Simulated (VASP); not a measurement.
# BaS (Pm-3m) in VASP: a series of runs

BaS is run at these levels: PBE; tasks: single point.

Program: VASP 6.6.1. These are calculated values, not measurements. Logs are shortened: lines on timing, memory, paths and dates and some standing lists are left out, and cuts for length are marked.

### 1 The cell of the first run

Symmetry: Pm-3m, No. 221, cubic system. The conventional cell has a = 3.769 Å, b = 3.769 Å, c = 3.769 Å, α = 90.00°, β = 90.00°, γ = 90.00°. Ba (site symmetry m-3m) has 8 S at 3.26 Å and 6 Ba at 3.77 Å within 4.3 Å. Within 4.3 Å of S (site symmetry m-3m) lie 8 Ba at 3.26 Å and 6 S at 3.77 Å.

### 2 Single point, PBE (volume changed by -5%)

The input, INCAR:

```
PREC = Accurate
ENCUT = 520
EDIFF = 1E-7
ISMEAR = 0
SIGMA = 0.01
LREAL = F
LASPH = T
NELM = 80
ALGO = Normal
ISIF = 2
LWAVE = F
LCHARG = T
GGA = PE
LELF = T
LVHAR = T
NBANDS = 15
```

The input, KPOINTS:

```
Automatic mesh
0
Gamma
  4 4 4
```

The input, POSCAR:

```
BaS
1.0
    3.7687667569      0.0000000000      0.0000000000
    0.0000000000      3.7687667569      0.0000000000
    0.0000000000      0.0000000000      3.7687667569
Ba S
1 1
Direct
    0.0000000000      0.0000000000      0.0000000000
    0.5000000000      0.5000000000      0.5000000000
```

Potentials or basis: VASP PAW PBE potentials, release 64 (Ba_sv, S).

The run is started by

```sh
$ cat potpaw_PBE.64/Ba_sv/POTCAR potpaw_PBE.64/S/POTCAR > POTCAR
$ mpirun -np 1 vasp_std > vasp.out
```

OUTCAR:

```text
PREC = Accurate
   ENCUT = 520
   EDIFF = 1E-7
   ISMEAR = 0
   LREAL = F
   LASPH = T
   NELM = 80
   ISIF = 2
   GGA = PE

 ion  position               nearest neighbor table
   1  0.000  0.000  0.000-   2 3.26   2 3.26   2 3.26   2 3.26   2 3.26   2 3.26   2 3.26   2 3.26

   2  0.500  0.500  0.500-   1 3.26   1 3.26   1 3.26   1 3.26   1 3.26   1 3.26   1 3.26   1 3.26

  LATTYP: Found a simple cubic cell.
 ALAT       =     3.7687667569

  Lattice vectors:

 A1 = (   3.7687667569,   0.0000000000,   0.0000000000)
 A2 = (   0.0000000000,   3.7687667569,   0.0000000000)
 A3 = (   0.0000000000,   0.0000000000,   3.7687667569)

Analysis of symmetry for initial positions (statically):
=====================================================================
 Subroutine PRICEL returns:
 Original cell was already a primitive cell.

 Routine SETGRP: Setting up the symmetry group for a
 simple cubic supercell.

 Subroutine GETGRP returns: Found 48 space group operations
 (whereof 48 operations were pure point group operations)
 out of a pool of 48 trial point group operations.

The static configuration has the point symmetry O_h .

Analysis of symmetry for dynamics (positions and initial velocities):
=====================================================================
 Subroutine PRICEL returns:
 Original cell was already a primitive cell.

 Routine SETGRP: Setting up the symmetry group for a
 simple cubic supercell.

 Subroutine GETGRP returns: Found 48 space group operations
 (whereof 48 operations were pure point group operations)
 out of a pool of 48 trial point group operations.

The dynamic configuration has the point symmetry O_h .

 Subroutine INISYM returns: Found 48 space group operations
 (whereof 48 operations are pure point group operations),
 and found     1 'primitive' translations

----------------------------------------------------------------------------------------

                                     Primitive cell

  volume of cell :      53.5301

  direct lattice vectors                    reciprocal lattice vectors
     3.768766757  0.000000000  0.000000000     0.265338787  0.000000000  0.000000000
     0.000000000  3.768766757  0.000000000     0.000000000  0.265338787  0.000000000
     0.000000000  0.000000000  3.768766757     0.000000000  0.000000000  0.265338787

  length of vectors
[... 75 lines left out ...]
   POTIM  = 0.5000    time-step for ionic-motion
   TEBEG  =    0.0;   TEEND  =   0.0 temperature during run
   PSTRESS=    0.0 pullay stress
   NELECT =      16.0000    total number of electrons
   NUPDOWN=      -1.0000    fix difference up-down
   EMIN   =  10.00;   EMAX   =-10.00  energy-range for DOS
   EFERMI =   0.00;   METHOD = LEGACY
   ISMEAR =     0;   SIGMA  =   0.01  broadening in eV -4-tet -1-fermi 0-gaus
   EFERMI_NEDOS =   21; number of points for ismear=-14 and -15
   IALGO  =     38    algorithm
   IMIX   =      4    mixing-type and parameters
     AMIX     =   0.40;   BMIX     =  1.00
     AMIX_MAG =   1.60;   BMIX_MAG =  1.00
  volume/ion in A,a.u.               =      26.77       180.62
  Fermi-wavevector in a.u.,A,eV,Ry     =   1.094584  2.068463 16.301318  1.198113
  Thomas-Fermi vector in A             =   2.230891
   LORBIT       =      0    0 simple, 1 ext, 2 COOP (PROOUT), +10 PAW based schemes
   GGA     = PE    functional components
   LHFCALC =     F    Hartree Fock is set to
   AEXX    =    0.0000 exact exchange contribution
   IVDW    =     0    specifies the selected vdW correction
   LEPSILON=     F    determine dielectric tensor
   LRPA    =     F    only Hartree local field effects (RPA)
 non-spin polarized calculation
 Gauss-broadening in eV      SIGMA  =   0.01
  energy-cutoff  :      520.00
  volume of cell :       53.53
 maximum number of plane-waves:      1472
   NGX = 15   NGY = 15   NGZ = 15

 number of electron      15.9999996 magnetization

 Free energy of the ion-electron system (eV)
  ---------------------------------------------------
  ext. energy  EPLUGINS =         0.00000000
  ---------------------------------------------------
  free energy    TOTEN  =        -9.68346728 eV

  energy without entropy =       -9.68346728  energy(sigma->0) =       -9.68346728

 E-fermi :   3.4417     XC(G=0):  -9.6319

 val. band max:        3.3821951256   @ k =   0.5000   0.5000   0.0000
 cond. band min:       4.7136692644   @ k =   0.0000   0.0000   0.0000
 fundamental gap:      1.3314741388
 Fermi energy:         3.4416836332

 k-point     1 :       0.0000    0.0000    0.0000
  band No.  band energies     occupation
      1     -23.6891      2.00000
      2      -8.4413      2.00000
      3      -8.4413      2.00000
      4      -8.4413      2.00000
      5      -7.8060      2.00000
      6       3.3037      2.00000
      7       3.3037      2.00000
      8       3.3037      2.00000
      9       4.7137      0.00000
     10       4.7137      0.00000
     11       7.6443      0.00000
     12      10.1204      0.00000
     13      10.1204      0.00000
     14      10.1204      0.00000
[... 149 lines left out ...]
      2      -9.1554      2.00000
      3      -9.1554      2.00000
      4      -9.1554      2.00000
      5      -6.9277      2.00000
      6       0.3939      2.00000
      7       0.3939      2.00000
      8       0.3939      2.00000
      9      11.0865      0.00000
     10      11.0865      0.00000
     11      11.0865      0.00000
     12      11.4985      0.00000
     13      11.4985      0.00000
     14      11.4985      0.00000
     15      12.8734      0.00000

------------------------ aborting loop because EDIFF is reached ----------------------------------------

  FORCE on cell =-STRESS in cart. coord.  units (eV):
  Direction    XX          YY          ZZ          XY          YZ          ZX
  --------------------------------------------------------------------------------------
  -------------------------------------------------------------------------------------
  Total        1.3978895      1.3978895      1.3978895     -0.0000000     -0.0000000     -0.0000000
  in kB       41.8394197     41.8394197     41.8394197     -0.0000000     -0.0000000     -0.0000000
  external PRESSURE =      41.8394197 kB  Pullay stress =       0.0000000 kB

 VOLUME and BASIS-vectors are now :
 -----------------------------------------------------------------------------
  energy-cutoff  :      520.00
  volume of cell :       53.53
      direct lattice vectors                 reciprocal lattice vectors
     3.768766757  0.000000000  0.000000000     0.265338787  0.000000000  0.000000000
     0.000000000  3.768766757  0.000000000     0.000000000  0.265338787  0.000000000
     0.000000000  0.000000000  3.768766757     0.000000000  0.000000000  0.265338787

 POSITION                                       TOTAL-FORCE (eV/Angst)
 -----------------------------------------------------------------------------------
      0.00000      0.00000      0.00000         0.000000      0.000000      0.000000
      1.88438      1.88438      1.88438         0.000000      0.000000      0.000000
 -----------------------------------------------------------------------------------
    total drift:                               -0.000000      0.000000      0.000000

  FREE ENERGIE OF THE ION-ELECTRON SYSTEM (eV)
  ---------------------------------------------------
  free  energy   TOTEN  =        -9.6834672751 eV

  energy  without entropy=       -9.6834672751  energy(sigma->0) =       -9.68346728
```

stdout:

```text
POSCAR found type information on POSCAR BaS
 POSCAR found :  2 types and       2 ions
 scaLAPACK will be used
 LDA part: xc-table for (Slater+PW92), standard interpolation
 POSCAR, INCAR and KPOINTS ok, starting setup
 FFT: planning ... GRIDC
 FFT: planning ... GRID_SOFT
 FFT: planning ... GRID
 WAVECAR not read
 entering main loop
```

Run time: 14 s. Hardware: 1 thread of Intel Xeon 8259CL, shared host; peak memory 0.16 GiB.

Results:

- Free energy: -9.6835 eV
- Pressure: 4.2 GPa
- Band gap on the k mesh: 1.33 eV, indirect (least direct gap 1.41 eV)

Caveat: spin-orbit coupling is left out, which moves the levels of the heavy elements.

[end of part 1 of 2]
